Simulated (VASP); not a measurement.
# CdS (Fm-3m) in VASP: notebook, part 2 of 2

VASP 6.6.1.

## (3) Single point, r2SCAN

POSCAR

```
CdS
1.0
    0.0000000000      2.7532400000      2.7532400000
    2.7532400000      0.0000000000      2.7532400000
    2.7532400000      2.7532400000      0.0000000000
Cd S
1 1
Direct
    0.0000000000      0.0000000000      0.0000000000
    0.5000000000      0.5000000000      0.5000000000
```

INCAR.step1

```
ALGO     = Normal         # electronic algorithm
EDIFF    = 1E-5           # SCF threshold, eV
ENCUT    = 550            # plane-wave cutoff, eV
GGA      = PE             # functional
GGA_COMPAT= False        
ISMEAR   = -1             # smearing method
LASPH    = True           # aspherical terms in the spheres
LCHARG   = False          # write CHGCAR
LREAL    = False          # projectors in reciprocal space
LWAVE    = True           # write WAVECAR
NBANDS   = 16             # bands
NELM     = 120            # most SCF steps
PREC     = Accurate       # precision mode
SIGMA    = 0.1            # smearing width, eV
```

INCAR.step2

```
ALGO     = Normal         # electronic algorithm
EDIFF    = 1E-6           # SCF threshold, eV
ENCUT    = 550            # plane-wave cutoff, eV
GGA_COMPAT= False        
ISIF     = 2              # what is computed and relaxed
ISMEAR   = -1             # smearing method
ISTART   = 1            
LASPH    = True           # aspherical terms in the spheres
LCHARG   = False          # write CHGCAR
LMIXTAU  = True         
LREAL    = False          # projectors in reciprocal space
LWAVE    = False          # write WAVECAR
METAGGA  = R2SCAN         # meta-GGA
NBANDS   = 16             # bands
NELM     = 120            # most SCF steps
PREC     = Accurate       # precision mode
SIGMA    = 0.1            # smearing width, eV
```

KPOINTS

```
k-points
0
Gamma
  5 5 5
```

Potentials or basis: VASP PAW PBE potentials, release 64 (Cd, S).

Launch:

```console
$ cat potpaw_PBE.64/Cd/POTCAR potpaw_PBE.64/S/POTCAR > POTCAR
$ cp INCAR.step1 INCAR
$ mpirun -np 1 vasp_std > vasp.out
$ cp INCAR.step2 INCAR
$ mpirun -np 1 vasp_std > vasp.out
```

OUTCAR:

```text
EDIFF = 1E-6
   ENCUT = 550
   ISIF = 2
   ISMEAR = -1
   ISTART = 1
   LASPH = True
   LREAL = False
   METAGGA = R2SCAN
   NELM = 120
   PREC = Accurate

 ion  position               nearest neighbor table
   1  0.000  0.000  0.000-   2 2.75   2 2.75   2 2.75   2 2.75   2 2.75   2 2.75
   2  0.500  0.500  0.500-   1 2.75   1 2.75   1 2.75   1 2.75   1 2.75   1 2.75

  LATTYP: Found a face centered cubic cell.
 ALAT       =     5.5064800000

  Lattice vectors:

[... 361 lines left out ...]

  FORCE on cell =-STRESS in cart. coord.  units (eV):
  Direction    XX          YY          ZZ          XY          YZ          ZX
  --------------------------------------------------------------------------------------
  -------------------------------------------------------------------------------------
  Total       -0.4524076     -0.4524076     -0.4524076      0.0000000      0.0000000     -0.0000000
  in kB      -17.3651378    -17.3651378    -17.3651378      0.0000000      0.0000000     -0.0000000
  external PRESSURE =     -17.3651378 kB  Pullay stress =       0.0000000 kB

 VOLUME and BASIS-vectors are now :
 -----------------------------------------------------------------------------
  energy-cutoff  :      550.00
  volume of cell :       41.74
      direct lattice vectors                 reciprocal lattice vectors
     0.000000000  2.753240000  2.753240000    -0.181604219  0.181604219  0.181604219
     2.753240000  0.000000000  2.753240000     0.181604219 -0.181604219  0.181604219
     2.753240000  2.753240000  0.000000000     0.181604219  0.181604219 -0.181604219

 POSITION                                       TOTAL-FORCE (eV/Angst)
 -----------------------------------------------------------------------------------
      0.00000      0.00000      0.00000        -0.000000     -0.000000      0.000000
      2.75324      2.75324      2.75324         0.000000      0.000000     -0.000000
 -----------------------------------------------------------------------------------
    total drift:                               -0.000000      0.000000      0.000000

  FREE ENERGIE OF THE ION-ELECTRON SYSTEM (eV)
  ---------------------------------------------------
  free  energy   TOTEN  =       -29.5034291754 eV

  energy  without entropy=      -29.5028657738  energy(sigma->0) =      -29.50314747
```

Wall time 38 s (1 thread of Intel Xeon Platinum 8488C (Sapphire Rapids), shared host); peak memory 0.17 GiB.

What came out:

| Item | Value |
| --- | --- |
| Free energy | -29.5034 eV |
| Pressure | -1.7 GPa |
| Band gap on the k mesh | 1.22 eV, indirect (least direct gap 2.14 eV) |

Caveat: the PAW data sets were made with another functional, which shifts forces and pressure a little. r2SCAN opens gaps a little over a GGA but as a rule still falls short of measured ones.

## (4) Single point, r2SCAN

POSCAR is that of step 3.

INCAR.step1

```
  PREC = Accurate
  ENCUT = 550
  ISMEAR = -1
  SIGMA = 0.1
  LREAL = F
  LASPH = T
  NELM = 120
  NBANDS = 16
  GGA = PE
  ALGO = Normal
  EDIFF = 1E-5
  LWAVE = T
  LCHARG = F
  GGA_COMPAT = F
```

INCAR.step2

```
  PREC = Accurate
  ENCUT = 550
  EDIFF = 1E-6
  ISMEAR = -1
  SIGMA = 0.1
  LREAL = F
  LASPH = T
  NELM = 120
  ALGO = Normal
  ISIF = 2
  LWAVE = F
  LCHARG = F
  METAGGA = R2SCAN
  LMIXTAU = T
  NBANDS = 16
  ISTART = 1
  GGA_COMPAT = F
```

KPOINTS

```
Automatic mesh
0
Gamma
  6 6 6
```

Potentials or basis: VASP PAW PBE potentials, release 64 (Cd, S).

Launch:

```console
$ cat potpaw_PBE.64/Cd/POTCAR potpaw_PBE.64/S/POTCAR > POTCAR
$ cp INCAR.step1 INCAR
$ mpirun -np 1 vasp_std > vasp.out
$ cp INCAR.step2 INCAR
$ mpirun -np 1 vasp_std > vasp.out
```

OUTCAR:

```text
PREC = Accurate
   ENCUT = 550
   EDIFF = 1E-6
   ISMEAR = -1
   LREAL = F
   LASPH = T
   NELM = 120
   ISIF = 2
   METAGGA = R2SCAN
   ISTART = 1

 ion  position               nearest neighbor table
   1  0.000  0.000  0.000-   2 2.75   2 2.75   2 2.75   2 2.75   2 2.75   2 2.75
   2  0.500  0.500  0.500-   1 2.75   1 2.75   1 2.75   1 2.75   1 2.75   1 2.75

  LATTYP: Found a face centered cubic cell.
 ALAT       =     5.5064800000

  Lattice vectors:

[... 481 lines left out ...]

  FORCE on cell =-STRESS in cart. coord.  units (eV):
  Direction    XX          YY          ZZ          XY          YZ          ZX
  --------------------------------------------------------------------------------------
  -------------------------------------------------------------------------------------
  Total       -0.4709629     -0.4709629     -0.4709629      0.0000000      0.0000000      0.0000000
  in kB      -18.0773633    -18.0773633    -18.0773633      0.0000000      0.0000000      0.0000000
  external PRESSURE =     -18.0773633 kB  Pullay stress =       0.0000000 kB

 VOLUME and BASIS-vectors are now :
 -----------------------------------------------------------------------------
  energy-cutoff  :      550.00
  volume of cell :       41.74
      direct lattice vectors                 reciprocal lattice vectors
     0.000000000  2.753240000  2.753240000    -0.181604219  0.181604219  0.181604219
     2.753240000  0.000000000  2.753240000     0.181604219 -0.181604219  0.181604219
     2.753240000  2.753240000  0.000000000     0.181604219  0.181604219 -0.181604219

 POSITION                                       TOTAL-FORCE (eV/Angst)
 -----------------------------------------------------------------------------------
      0.00000      0.00000      0.00000         0.000000      0.000000      0.000000
      2.75324      2.75324      2.75324        -0.000000     -0.000000     -0.000000
 -----------------------------------------------------------------------------------
    total drift:                               -0.000000      0.000000      0.000000

  FREE ENERGIE OF THE ION-ELECTRON SYSTEM (eV)
  ---------------------------------------------------
  free  energy   TOTEN  =       -29.5153462206 eV

  energy  without entropy=      -29.5133050485  energy(sigma->0) =      -29.51432563
```

OUTCAR.step1:

```text
PREC = Accurate
   ENCUT = 550
   ISMEAR = -1
   LREAL = F
   LASPH = T
   NELM = 120
[... 512 lines left out ...]
 -----------------------------------------------------------------------------------
      0.00000      0.00000      0.00000         0.000000      0.000000      0.000000
      2.75324      2.75324      2.75324         0.000000      0.000000     -0.000000
 -----------------------------------------------------------------------------------
    total drift:                               -0.000000      0.000000      0.000000

  FREE ENERGIE OF THE ION-ELECTRON SYSTEM (eV)
  ---------------------------------------------------
  free  energy   TOTEN  =        -5.8740559648 eV

  energy  without entropy=       -5.8655241438  energy(sigma->0) =       -5.86979005
```

OSZICAR.step1:

```text
N       E                     dE             d eps       ncg     rms          rms(c)
DAV:   1     0.102402153958E+03    0.10240E+03   -0.95286E+03   544   0.110E+03
DAV:   2    -0.279542883590E+01   -0.10520E+03   -0.98567E+02   640   0.256E+02
DAV:   3    -0.643949142586E+01   -0.36441E+01   -0.36391E+01   616   0.482E+01
DAV:   4    -0.645753566209E+01   -0.18044E-01   -0.18043E-01   648   0.340E+00
DAV:   5    -0.645771040802E+01   -0.17475E-03   -0.17475E-03   600   0.327E-01    0.715E+00
DAV:   6    -0.589818347612E+01    0.55953E+00   -0.88032E-01   696   0.114E+01    0.605E+00
DAV:   7    -0.587517464501E+01    0.23009E-01   -0.15854E-01   592   0.287E+00    0.316E+00
DAV:   8    -0.587424392198E+01    0.93072E-03   -0.17482E-02   616   0.163E+00    0.291E-01
DAV:   9    -0.587398606859E+01    0.25785E-03   -0.18159E-03   616   0.583E-01    0.571E-02
DAV:  10    -0.587403257878E+01   -0.46510E-04   -0.23162E-04   616   0.154E-01    0.546E-02
DAV:  11    -0.587406024470E+01   -0.27666E-04   -0.47535E-05   568   0.620E-02    0.173E-02
DAV:  12    -0.587405596478E+01    0.42799E-05   -0.93659E-06   384   0.306E-02
   1 F= -.58740560E+01 E0= -.58697901E+01  d E =-.853182E-02
```

Wall time 54 s (1 thread of Intel Xeon Platinum 8488C (Sapphire Rapids), shared host); peak memory 0.17 GiB.

What came out:

| Quantity | Value |
| --- | --- |
| Free energy | -29.5153 eV |
| Pressure | -1.8 GPa |
| Band gap on the k mesh | 0.73 eV, indirect (least direct gap 2.15 eV) |

Caveat: the PAW data sets were made with another functional, which shifts forces and pressure a little. A k mesh can miss the band edges.

## (5) Overview

```tsv
k mesh	gap on the mesh (eV)	pressure (GPa)
4 × 4 × 4	0.71	-1.4
5 × 5 × 5	1.22	-1.7
6 × 6 × 6	0.73	-1.8
```

Alike in all rows: task single point; level r2SCAN; potentials or basis VASP PAW PBE potentials, release 64 (Cd, S); no spin polarisation; cell as given; cutoff (eV) 550; smearing fermi-dirac 0.1 eV.

Caveats: some runs use coarse meshes; the PAW data sets were made with another functional, which shifts forces and pressure a little.

Absolute energies hang on the potentials; compare differences alone.
